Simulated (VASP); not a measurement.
# ZnO (P6_3mc) in VASP: further runs

ZnO is run at these levels: PBE; tasks: single point, relaxation of cell and atoms.

Everything below comes from runs of VASP 6.6.1. Logs are shortened: lines on timing, memory, paths and dates and some standing lists are left out, and cuts for length are marked.

## Step 1: The cell of the first run

Symmetry: P6_3mc, No. 186, hexagonal system. Conventional cell: a = 3.280 Å, b = 3.280 Å, c = 5.293 Å, α = 90.00°, β = 90.00°, γ = 120.00°. Within 2.6 Å of Zn (site symmetry 3m) lie 4 O at 2.00 to 2.01 Å. Within 2.6 Å of O (site symmetry 3m) lie 4 Zn at 2.00 to 2.01 Å.

## Step 2: Single point, PBE

Input file INCAR:

```
PREC     = Accurate       # precision mode
ENCUT    = 520            # plane-wave cutoff, eV
EDIFF    = 1E-6           # SCF threshold, eV
ISMEAR   = 0              # smearing method
SIGMA    = 0.02           # smearing width, eV
LREAL    = F              # projectors in reciprocal space
LASPH    = T              # aspherical terms in the spheres
NELM     = 60             # most SCF steps
ALGO     = Normal         # electronic algorithm
ISIF     = 2              # what is computed and relaxed
LWAVE    = F              # write WAVECAR
LCHARG   = F              # write CHGCAR
GGA      = PE             # functional
NBANDS   = 26             # bands
```

Input file KPOINTS:

```
regular mesh
0
Gamma
  8 8 5
```

Input file POSCAR:

```
ZnO
1.0
    3.2795978077      0.0000000000      0.0000000000
   -1.6397989038      2.8402150157      0.0000000000
    0.0000000000      0.0000000000      5.2926897448
Zn O
2 2
Direct
    0.3333333333      0.6666666667      0.0014364580
    0.6666666667      0.3333333333      0.5014364580
    0.3333333333      0.6666666667      0.3805635420
    0.6666666667      0.3333333333      0.8805635420
```

Potentials or basis: VASP PAW PBE potentials, release 64 (Zn, O).

Launch:

```sh
cat potpaw_PBE.64/Zn/POTCAR potpaw_PBE.64/O/POTCAR > POTCAR
mpirun -np 1 vasp_std > vasp.out
```

OUTCAR:

```text
PREC = Accurate
   ENCUT = 520
   EDIFF = 1E-6
   ISMEAR = 0
   LREAL = F
   LASPH = T
   NELM = 60
   ISIF = 2
   GGA = PE

 ion  position               nearest neighbor table
   1  0.333  0.667  0.001-   4 2.00   4 2.00   4 2.00   3 2.01
   2  0.667  0.333  0.501-   3 2.00   3 2.00   3 2.00   4 2.01
   3  0.333  0.667  0.381-   2 2.00   2 2.00   2 2.00   1 2.01
   4  0.667  0.333  0.881-   1 2.00   1 2.00   1 2.00   2 2.01

  LATTYP: Found a hexagonal cell.
 ALAT       =     3.2795978077
 C/A-ratio  =     1.6138228085

  Lattice vectors:

 A1 = (   3.2795978077,   0.0000000000,   0.0000000000)
 A2 = (  -1.6397989038,   2.8402150157,   0.0000000000)
 A3 = (   0.0000000000,   0.0000000000,   5.2926897448)

Analysis of symmetry for initial positions (statically):
=====================================================================
 Subroutine PRICEL returns:
 Original cell was already a primitive cell.

 Routine SETGRP: Setting up the symmetry group for a
 hexagonal supercell.

 Subroutine GETGRP returns: Found 12 space group operations
 (whereof  6 operations were pure point group operations)
 out of a pool of 24 trial point group operations.

The static configuration has the point symmetry C_3v.
 The point group associated with its full space group is C_6v.

Analysis of symmetry for dynamics (positions and initial velocities):
=====================================================================
 Subroutine PRICEL returns:
 Original cell was already a primitive cell.

 Routine SETGRP: Setting up the symmetry group for a
 hexagonal supercell.

 Subroutine GETGRP returns: Found 12 space group operations
 (whereof  6 operations were pure point group operations)
 out of a pool of 24 trial point group operations.

The dynamic configuration has the point symmetry C_3v.
 The point group associated with its full space group is C_6v.

 Subroutine INISYM returns: Found 12 space group operations
 (whereof  6 operations are pure point group operations),
 and found     1 'primitive' translations

----------------------------------------------------------------------------------------

                                     Primitive cell

  volume of cell :      49.3002

  direct lattice vectors                    reciprocal lattice vectors
[... 83 lines left out ...]
   ISTART =      0    job   : 0-new  1-cont  2-samecut
   ICHARG =      2    charge: 1-file 2-atom 10-const
   ISPIN  =      1    spin polarized calculation?
   LNONCOLLINEAR =      F non collinear calculations
   LSORBIT =      F    spin-orbit coupling
   LASPH  =      T    aspherical Exc in radial PAW
   ENCUT  =  520.0 eV  38.22 Ry    6.18 a.u.   6.10  6.10  9.84*2*pi/ulx,y,z
   NELM   =     60;   NELMIN=  2; NELMDL= -5     # of ELM steps
   EDIFF  = 0.1E-05   stopping-criterion for ELM
   LREAL  =      F    real-space projection
   EDIFFG = 0.1E-04   stopping-criterion for IOM
   NSW    =      0    number of steps for IOM
   IBRION =     -1    ionic relax: 0-MD 1-quasi-New 2-CG
   NFREE  =      0    steps in history (QN), initial steepest desc. (CG)
   ISIF   =      2    stress and relaxation
   ISYM   =      2    0-nonsym 1-usesym 2-fastsym
   POTIM  = 0.5000    time-step for ionic-motion
   TEBEG  =    0.0;   TEEND  =   0.0 temperature during run
   PSTRESS=    0.0 pullay stress
   NELECT =      36.0000    total number of electrons
   NUPDOWN=      -1.0000    fix difference up-down
   EMIN   =  10.00;   EMAX   =-10.00  energy-range for DOS
   EFERMI =   0.00;   METHOD = LEGACY
   ISMEAR =     0;   SIGMA  =   0.02  broadening in eV -4-tet -1-fermi 0-gaus
   EFERMI_NEDOS =   21; number of points for ismear=-14 and -15
   IALGO  =     38    algorithm
   IMIX   =      4    mixing-type and parameters
     AMIX     =   0.40;   BMIX     =  1.00
     AMIX_MAG =   1.60;   BMIX_MAG =  1.00
  volume/ion in A,a.u.               =      12.33        83.17
  Fermi-wavevector in a.u.,A,eV,Ry     =   1.474211  2.785854 29.569507  2.173297
  Thomas-Fermi vector in A             =   2.589010
   LORBIT       =      0    0 simple, 1 ext, 2 COOP (PROOUT), +10 PAW based schemes
   GGA     = PE    functional components
   LHFCALC =     F    Hartree Fock is set to
   AEXX    =    0.0000 exact exchange contribution
   IVDW    =     0    specifies the selected vdW correction
   LEPSILON=     F    determine dielectric tensor
   LRPA    =     F    only Hartree local field effects (RPA)
 non-spin polarized calculation
 Gauss-broadening in eV      SIGMA  =   0.02
  energy-cutoff  :      520.00
  volume of cell :       49.30
 maximum number of plane-waves:      1350
   NGX = 13   NGY = 13   NGZ = 19

 number of electron      36.0000037 magnetization

 Free energy of the ion-electron system (eV)
  ---------------------------------------------------
  ext. energy  EPLUGINS =         0.00000000
  ---------------------------------------------------
  free energy    TOTEN  =       -17.86054649 eV

  energy without entropy =      -17.86054649  energy(sigma->0) =      -17.86054649

 E-fermi :   0.9947     XC(G=0): -10.7256

 val. band max:        0.8960572176   @ k =   0.0000   0.0000   0.0000
 cond. band min:       1.6238523023   @ k =   0.0000   0.0000   0.0000
 fundamental gap:      0.7277950846
 Fermi energy:         0.9946967201

 k-point     1 :       0.0000    0.0000    0.0000
  band No.  band energies     occupation
      1     -16.9225      2.00000
      2     -16.2548      2.00000
      3      -4.6414      2.00000
      4      -4.6414      2.00000
      5      -4.6013      2.00000
      6      -4.4866      2.00000
[... 685 lines left out ...]
     25      14.2460      0.00000
     26      14.4727      0.00000

 [... further k-points ...]
[... 5 lines left out ...]
  --------------------------------------------------------------------------------------
  -------------------------------------------------------------------------------------
  Total        0.2765601      0.2765601      0.2812066      0.0000000      0.0000000      0.0000000
  in kB        8.9877681      8.9877681      9.1387719      0.0000000      0.0000000      0.0000000
  external PRESSURE =       9.0381027 kB  Pullay stress =       0.0000000 kB

 VOLUME and BASIS-vectors are now :
 -----------------------------------------------------------------------------
  energy-cutoff  :      520.00
  volume of cell :       49.30
      direct lattice vectors                 reciprocal lattice vectors
     3.279597808  0.000000000  0.000000000     0.304915437  0.176043010  0.000000000
    -1.639798904  2.840215016  0.000000000     0.000000000  0.352086020  0.000000000
     0.000000000  0.000000000  5.292689745     0.000000000  0.000000000  0.188939849

 POSITION                                       TOTAL-FORCE (eV/Angst)
 -----------------------------------------------------------------------------------
     -0.00000      1.89348      0.00760        -0.000000      0.000000      0.000739
      1.63980      0.94674      2.65395         0.000000     -0.000000      0.000739
     -0.00000      1.89348      2.01420        -0.000000      0.000000     -0.000739
      1.63980      0.94674      4.66055        -0.000000      0.000000     -0.000739
 -----------------------------------------------------------------------------------
    total drift:                               -0.000001     -0.000001     -0.001443

  FREE ENERGIE OF THE ION-ELECTRON SYSTEM (eV)
  ---------------------------------------------------
  free  energy   TOTEN  =       -17.8605464884 eV

  energy  without entropy=      -17.8605464884  energy(sigma->0) =      -17.86054649
```

Run time: 28 s. Hardware: 1 thread of AMD EPYC 7R13 (Zen 3), shared host; peak memory 0.14 GiB.

What came out:

```
Free energy            : -17.8605 eV
Pressure               : 0.9 GPa
Band gap on the k mesh : 0.73 eV
```

Levels at points of the mesh, in eV from the valence-band top:
```
           k point  band 15  band 16  band 17  band 18  band 19  band 20  band 21  band 22
(0.00, 0.00, 0.00)    -0.75    -0.08     0.00     0.00     0.73     5.09     8.07    12.73
(0.50, 0.00, 0.00)    -2.72    -2.15    -1.23    -0.79     5.62     6.82     7.53     8.27
```

## Step 3: Relaxation of cell and atoms, PBE

This run uses another cell than the first one, of 11.90 Å³/atom.

Input file INCAR:

```
SYSTEM = ZnO
PREC     = Accurate       ! precision mode
ENCUT    = 600            ! plane-wave cutoff, eV
EDIFF    = 1E-6           ! SCF threshold, eV
ISMEAR   = 0              ! smearing method
SIGMA    = 0.02           ! smearing width, eV
LREAL    = .FALSE.        ! projectors in reciprocal space
LASPH    = .TRUE.         ! aspherical terms in the spheres
NELM     = 80             ! most SCF steps
ALGO     = Normal         ! electronic algorithm
ISIF     = 3              ! what is computed and relaxed
LWAVE    = .FALSE.        ! write WAVECAR
LCHARG   = .FALSE.        ! write CHGCAR
GGA      = PE             ! functional
IBRION   = 2              ! ionic algorithm
NSW      = 80             ! ionic steps
EDIFFG   = -0.004         ! ionic threshold
```

Input file KPOINTS:

```
regular mesh
0
G
  8 8 5
  0 0 0
```

Input file POSCAR:

```
ZnO
1.0
    3.2494000000      0.0000000000      0.0000000000
   -1.6247000000      2.8140629471      0.0000000000
    0.0000000000      0.0000000000      5.2038000000
Zn O
2 2
Direct
    0.3333333333      0.6666666667      0.0000000000
    0.6666666667      0.3333333333      0.5000000000
    0.3333333333      0.6666666667      0.3820000000
    0.6666666667      0.3333333333      0.8820000000
```

Potentials or basis: VASP PAW PBE potentials, release 64 (Zn, O).

Launch:

```sh
cat potpaw_PBE.64/Zn/POTCAR potpaw_PBE.64/O/POTCAR > POTCAR
mpirun -np 1 vasp_std > vasp.out
```

OUTCAR:

```text
SYSTEM = ZnO
   PREC = Accurate
   ENCUT = 600
   EDIFF = 1E-6
   ISMEAR = 0
   LREAL = .FALSE.
   LASPH = .TRUE.
   NELM = 80
   ISIF = 3
   GGA = PE
   IBRION = 2
   NSW = 80
   EDIFFG = -0.004

 ion  position               nearest neighbor table
   1  0.333  0.667  0.000-   4 1.97   4 1.97   4 1.97   3 1.99
   2  0.667  0.333  0.500-   3 1.97   3 1.97   3 1.97   4 1.99
   3  0.333  0.667  0.382-   2 1.97   2 1.97   2 1.97   1 1.99
   4  0.667  0.333  0.882-   1 1.97   1 1.97   1 1.97   2 1.99

  LATTYP: Found a hexagonal cell.
 ALAT       =     3.2494000000
 C/A-ratio  =     1.6014648858

  Lattice vectors:

 A1 = (   3.2494000000,   0.0000000000,   0.0000000000)
 A2 = (  -1.6247000000,   2.8140629471,   0.0000000000)
 A3 = (   0.0000000000,   0.0000000000,   5.2038000000)

Analysis of symmetry for initial positions (statically):
=====================================================================
 Subroutine PRICEL returns:
 Original cell was already a primitive cell.

 Routine SETGRP: Setting up the symmetry group for a
 hexagonal supercell.

[... 182 lines left out ...]
  Total        1.7092115      1.7092115      1.8001880      0.0000000      0.0000000     -0.0000000
  in kB       57.5504627     57.5504627     60.6137097      0.0000000      0.0000000     -0.0000000
  external PRESSURE =      58.5715450 kB  Pullay stress =       0.0000000 kB
[... 95 lines left out ...]
  FREE ENERGIE OF THE ION-ELECTRON SYSTEM (eV)
  ---------------------------------------------------
  free  energy   TOTEN  =       -17.8611502947 eV

  energy  without entropy=      -17.8611502947  energy(sigma->0) =      -17.86115029

[... ionic steps 4 to 10 ...]

--------------------------------------- Ionic step       11  -------------------------------------------

 number of electron      36.0000011 magnetization

------------------------ aborting loop because EDIFF is reached ----------------------------------------
[... 71 lines left out ...]
--------------------------------------- Ionic step       13  -------------------------------------------

 number of electron      36.0000012 magnetization

 Free energy of the ion-electron system (eV)
  ---------------------------------------------------
  ext. energy  EPLUGINS =         0.00000000
  ---------------------------------------------------
  free energy    TOTEN  =       -17.86180653 eV

  energy without entropy =      -17.86180653  energy(sigma->0) =      -17.86180653

 E-fermi :   1.0032     XC(G=0): -10.6951

 val. band max:        0.8449223178   @ k =   0.0000   0.0000   0.0000
 cond. band min:       1.5644607273   @ k =   0.0000   0.0000   0.0000
 fundamental gap:      0.7195384095
 Fermi energy:         1.0032325598

 k-point     1 :       0.0000    0.0000    0.0000
  band No.  band energies     occupation
      1     -16.9297      2.00000
      2     -16.2708      2.00000
      3      -4.6668      2.00000
      4      -4.6668      2.00000
      5      -4.6285      2.00000
      6      -4.4958      2.00000
[... 589 lines left out ...]
     21       9.2584      0.00000
     22       9.3859      0.00000

 [... further k-points ...]
[... 5 lines left out ...]
  --------------------------------------------------------------------------------------
  -------------------------------------------------------------------------------------
  Total       -0.0055717     -0.0055717     -0.0047436      0.0000000      0.0000000      0.0000000
  in kB       -0.1800307     -0.1800307     -0.1532716      0.0000000      0.0000000      0.0000000
  external PRESSURE =      -0.1711110 kB  Pullay stress =       0.0000000 kB
[... 19 lines left out ...]
  FREE ENERGIE OF THE ION-ELECTRON SYSTEM (eV)
  ---------------------------------------------------
  free  energy   TOTEN  =       -17.8618065288 eV

  energy  without entropy=      -17.8618065288  energy(sigma->0) =      -17.86180653

 reached required accuracy - stopping structural energy minimisation
```

OSZICAR:

```text
N       E                     dE             d eps       ncg     rms          rms(c)
DAV:   1     0.306283936873E+03    0.30628E+03   -0.20664E+04  1328   0.261E+03
DAV:   2     0.117981596930E+02   -0.29449E+03   -0.28116E+03  1434   0.467E+02
DAV:   3    -0.204126083794E+02   -0.32211E+02   -0.31976E+02  1512   0.163E+02
[... 92 lines left out ...]
DAV:   1    -0.178619257512E+02   -0.12994E-03   -0.33602E-03  1706   0.792E-01    0.819E-02
DAV:   2    -0.178618331830E+02    0.92568E-04   -0.44904E-04  1720   0.400E-01    0.368E-02
DAV:   3    -0.178618124510E+02    0.20732E-04   -0.11593E-05  1796   0.808E-02    0.190E-02
DAV:   4    -0.178618063721E+02    0.60789E-05   -0.10671E-05  1816   0.485E-02    0.226E-03
DAV:   5    -0.178618065288E+02   -0.15670E-06   -0.22719E-06   938   0.168E-02
  13 F= -.17861807E+02 E0= -.17861807E+02  d E =-.108116E-04
```

CONTCAR:

```text
ZnO
   1.00000000000000
     3.2856965872253774    0.0000000000000000   -0.0000000000000000
    -1.6428482936126887    2.8454967137092861   -0.0000000000000000
     0.0000000000000000   -0.0000000000000000    5.3035683933664712
  Zn              O
     2     2
Direct
     0.3333333332999970    0.6666666667000030    0.0014718380159060
     0.6666666667000030    0.3333333332999970    0.5014718380159059
     0.3333333332999970    0.6666666667000030    0.3805281619840920
     0.6666666667000030    0.3333333332999970    0.8805281619840920

  0.00000000E+00  0.00000000E+00  0.00000000E+00
  0.00000000E+00  0.00000000E+00  0.00000000E+00
  0.00000000E+00  0.00000000E+00  0.00000000E+00
  0.00000000E+00  0.00000000E+00  0.00000000E+00
```

Wall time 2.8 min (1 thread of AMD EPYC 7R13 (Zen 3), shared host); peak memory 0.17 GiB.

What came out:

* Free energy: -17.8618 eV
* Relaxed volume: 12.40 Å³/atom
* Relaxed cell: a = 3.286 Å, b = 3.286 Å, c = 5.304 Å, α = 90.00°, β = 90.00°, γ = 120.00°
* Space group after relaxing (to 0.1 Å): P6_3mc (No. 186)
* Energy gained by relaxing: 8.9 meV/atom
* Ionic steps: 13
* Pressure after relaxing: 0.0 GPa
* Band gap on the k mesh: 0.72 eV

Step by step:
```tsv
step	energy change (eV)	largest force (eV/Å)	pressure (GPa)	volume (Å³)
1	0.0000	0.0289	5.86	47.58
2	-0.0265	0.0218	-2.61	50.64
3	-0.0351	0.0240	-0.02	49.58
4	-0.0351	0.0241	0.07	49.54
5	-0.0353	0.0239	0.14	49.54
6	-0.0356	0.0209	0.17	49.55
7	-0.0356	0.0207	0.14	49.55
8	-0.0357	0.0060	-0.15	49.65
9	-0.0357	0.0046	-0.11	49.61
10	-0.0357	0.0063	0.03	49.60
11	-0.0357	0.0046	-0.09	49.61
12	-0.0357	0.0059	-0.02	49.61
13	-0.0357	0.0002	-0.02	49.59
```

Final structure:
```cif
data_structure
_symmetry_space_group_name_H-M 'P 1'
_symmetry_Int_Tables_number 1
_cell_length_a 3.2857
_cell_length_b 3.2857
_cell_length_c 5.3036
_cell_angle_alpha 90.000
_cell_angle_beta 90.000
_cell_angle_gamma 120.000
_cell_volume 49.59
loop_
_atom_site_label
_atom_site_type_symbol
_atom_site_fract_x
_atom_site_fract_y
_atom_site_fract_z
_atom_site_occupancy
Zn1 Zn 0.33333 0.66667 0.00147 1
Zn2 Zn 0.66667 0.33333 0.50147 1
O1 O 0.33333 0.66667 0.38053 1
O2 O 0.66667 0.33333 0.88053 1
```

Levels at points of the mesh, in eV from the valence-band top:
| k point | band 15 | band 16 | band 17 | band 18 | band 19 | band 20 | band 21 | band 22 |
| --- | --- | --- | --- | --- | --- | --- | --- | --- |
| (0.00, 0.00, 0.00) | -0.75 | -0.08 | 0.00 | 0.00 | 0.72 | 5.07 | 8.05 | 12.70 |
| (0.50, 0.00, 0.00) | -2.71 | -2.13 | -1.22 | -0.79 | 5.60 | 6.81 | 7.52 | 8.23 |
